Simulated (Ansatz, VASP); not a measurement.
## Sb: VASP beside Ansatz

File POSCAR:

```
Sb
1.0
    3.1442000000      0.0000000000      0.0000000000
    0.0000000000      3.1600000000      0.0000000000
    0.0000000000      0.0000000000      3.1600000000
Sb
1
Direct
    0.0000000000      0.0000000000      0.0000000000
```

Contents of INCAR.step1:

```
SYSTEM = Sb
PREC     = Accurate       ! precision mode
ENCUT    = 520            ! plane-wave cutoff, eV
ISMEAR   = 0              ! smearing method
SIGMA    = 0.15           ! smearing width, eV
LREAL    = .False.        ! projectors in reciprocal space
LASPH    = .True.         ! aspherical terms in the spheres
NELM     = 80             ! most SCF steps
NBANDS   = 8              ! bands
GGA      = PE             ! functional
ALGO     = Normal         ! electronic algorithm
EDIFF    = 1E-4           ! SCF threshold, eV
LWAVE    = .True.         ! write WAVECAR
LCHARG   = .False.        ! write CHGCAR
```

File INCAR.step2:

```
SYSTEM = Sb
PREC     = Accurate       ! precision mode
ENCUT    = 520            ! plane-wave cutoff, eV
EDIFF    = 1E-7           ! SCF threshold, eV
ISMEAR   = 0              ! smearing method
SIGMA    = 0.15           ! smearing width, eV
LREAL    = .False.        ! projectors in reciprocal space
LASPH    = .True.         ! aspherical terms in the spheres
NELM     = 80             ! most SCF steps
ALGO     = Normal         ! electronic algorithm
ISIF     = 2              ! what is computed and relaxed
LWAVE    = .False.        ! write WAVECAR
LCHARG   = .True.         ! write CHGCAR
METAGGA  = R2SCAN         ! meta-GGA
LMIXTAU  = .True.       
LELF     = .True.         ! ELF
LVHAR    = .True.       
NBANDS   = 8              ! bands
ISTART   = 1
```

KPOINTS

```
regular mesh
0
Gamma
  16 16 16
  0 0 0
```

Input for Ansatz:

```yaml
crystal:
  lattice:
    - [3.1442, 0.0, 0.0]
    - [0.0, 3.16, 0.0]
    - [0.0, 0.0, 3.16]
  atoms:
    - { symbol: Sb, position: [0.0, 0.0, 0.0] }
basis:
  ecutwfc: 500
kpoints:
  mp_grid: { grid: [16, 16, 16] }
hamiltonian:
  xc: r2scan
scf:
  occupations: { method: gaussian, width: 0.15 }
output:
  forces: true
  stress: true
  eigenvalues: true
```

Change from the starting cell: strain -0.0050 x Voigt [1, 0, 0, 0, 0, 0], atoms carried along.

Alike in both runs: task single point; functional r2SCAN; k mesh 16 × 16 × 16; occupations gaussian, width 0.15 eV; no spin polarisation.

```csv
,VASP,Ansatz
version,VASP 6.6.1,Ansatz 0.2.0
potentials or method,"VASP PAW PBE potentials, release 64 (Sb), cutoff 520 eV","scalar-relativistic, plane waves, PAW"
valence electrons in the cell,5,15
```

|  | VASP | Ansatz | Ansatz less VASP |
| --- | --- | --- | --- |
| gap on the k mesh at the Fermi level (eV) | none | none | - |
| pressure (GPa) | -3.5 | -3.5 | +0.01 |
| traceless stress, the component that is largest in VASP (GPa) | 0.31 | 0.30 | -0.001 |

VASP's potentials were made for PBE, not for r2SCAN. A gap of «none» marks a metal or a gap that the smearing closes. The functional is the same, so the differences come from potentials, cutoffs and numerics. VASP's potentials hold 5 valence electrons a cell and Ansatz's 15, so a difference there can come from the potentials and not from the codes.

Neither program's run includes spin-orbit coupling.
